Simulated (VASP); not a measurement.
Set up this calculation in VASP 6.6.1, as the native input.

* Task: relaxation of the atoms
* Functional: PBE
* Potentials or basis: VASP PAW PBE potentials, release 64 (Cs_sv, Sn_d, I)
* Cutoff: 450 eV
* k mesh: 5 × 5 × 5
* Occupations: fermi-dirac, width 0.02 eV
* Spin: no spin polarisation
* Dipole correction: no
* Further INCAR settings: ALGO = Normal; EDIFF = 1e-07; IBRION = 2; EDIFFG = -0.02; NSW = 80

The structure of Cs2SnI6 lies in POSCAR:

```
Cs2SnI6
1.0
    0.0000000000      5.8150000000      5.8150000000
    5.8150000000      0.0000000000      5.8150000000
    5.8150000000      5.8150000000      0.0000000000
Cs Sn I
2 1 6
Direct
    0.2500000000      0.2500000000      0.2500000000
    0.7500000000      0.7500000000      0.7500000000
    0.0000000000      0.0000000000      0.0000000000
    0.7550000000      0.2450000000      0.2450000000
    0.2450000000      0.7550000000      0.2450000000
    0.2450000000      0.7550000000      0.7550000000
    0.7550000000      0.2450000000      0.7550000000
    0.2450000000      0.2450000000      0.7550000000
    0.7550000000      0.7550000000      0.2450000000
```

The input as run:

INCAR

```
PREC = Accurate
ENCUT = 450
EDIFF = 1E-7
ISMEAR = -1
SIGMA = 0.02
LREAL = F
LASPH = T
NELM = 120
ALGO = Normal
ISIF = 2
LWAVE = F
LCHARG = F
GGA = PE
IBRION = 2
NSW = 80
EDIFFG = -0.02
GGA_COMPAT = F
NELMIN = 4
KPAR = 4
```

KPOINTS

```
Automatic mesh
0
Gamma
  5 5 5
```

Potentials or basis: VASP PAW PBE potentials, release 64 (Cs_sv, Sn_d, I).

Command:

```sh
$ cat potpaw_PBE.64/Cs_sv/POTCAR potpaw_PBE.64/Sn_d/POTCAR potpaw_PBE.64/I/POTCAR > POTCAR
$ mpirun -np 4 vasp_std > vasp.out
```

It gave:

```yaml
Energy_gained_by_relaxing: 4.4 meV/atom
Ionic_steps: 4
Pressure_after_relaxing: 1.1 GPa
Band_gap_on_the_k_mesh: zero (filled and empty bands touch)
```

Caveat: semilocal functionals underestimate gaps, and a narrow one can read as zero; spin-orbit coupling is left out, which moves the levels of the heavy elements.

Wall time 4.3 min on 4 MPI ranks on AMD EPYC 7R13 Processor (Zen 3), with other jobs on the host, peak memory 0.6 GiB a rank.
